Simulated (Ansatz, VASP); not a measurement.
**Two plane-wave programs on Pd**

```
CELL_PARAMETERS angstrom
-3.21445 3.21445 3.21445
3.21445 -3.21445 3.21445
3.21445 3.21445 -3.21445
ATOMIC_POSITIONS crystal
Pd 0.20600 0.20600 0.20600
Pd 0.50000 0.00000 0.29400
Pd 0.29400 0.50000 0.00000
Pd 0.00000 0.29400 0.50000
Pd 0.79400 0.79400 0.79400
Pd 0.50000 0.00000 0.70600
Pd 0.70600 0.50000 0.00000
Pd 0.00000 0.70600 0.50000
```

Alike in both runs: task relaxation of cell and atoms; functional PBE; k mesh 4 × 4 × 4; occupations gaussian, width 0.1 eV; no spin polarisation.

```csv
,VASP,Ansatz
version,VASP 6.6.1,Ansatz 0.2.0
potentials or method,"VASP PAW PBE potentials, release 64 (Pd), cutoff 600 eV","scalar-relativistic, plane waves, PAW"
valence electrons in the cell,80,144
```

|  | VASP | Ansatz | Ansatz less VASP |
| --- | --- | --- | --- |
| gap on the k mesh at the Fermi level, each at its own relaxed structure (eV) | none | none | - |
| relaxed volume (Å³/atom) | 20.45 | 20.39 | -0.061 |
| relaxed cell length with the largest relative difference (Å) | 5.968 | 5.962 | -0.0060 |

A gap of «none» marks a metal or a gap that the smearing closes. VASP's potentials hold 80 valence electrons a cell and Ansatz's 144, so a difference there can come from the potentials and not from the codes.

Noted on VASP's run: the volume moved by over 15 % at a fixed basis, so the end points are rough.
